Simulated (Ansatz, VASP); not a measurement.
# Two plane-wave programs on Ir

```
Ir
1.0
     2.69480    0.00000    0.00000
    -1.34740    2.33376    0.00000
     0.00000    0.00000    4.39131
Ir
2
Direct
  0.66667 0.33333 0.75000
  0.33333 0.66667 0.25000
```

Alike in both runs: functional PBEsol; dispersion D3(BJ); k mesh 12 × 12 × 7; occupations fermi-dirac, width 0.01 eV; no spin polarisation.

Ansatz relaxed the structure, and its values are those at the end. VASP's run is a single point on that final structure, the one shown.

```csv
,VASP,Ansatz
version,VASP 6.6.1,Ansatz 0.2.0
potentials or method,"VASP PAW PBE potentials, release 64 (Ir_sv_GW), cutoff 500 eV","plane waves, PAW"
valence electrons in the cell,34,34
```

```tsv
	VASP	Ansatz	Ansatz less VASP
pressure (GPa)	-3.2	0.0	+3.23
```

VASP's potentials were made for PBE, not for PBEsol. Ansatz's warnings: stress scf threshold loose.

Spin-orbit coupling is off throughout.
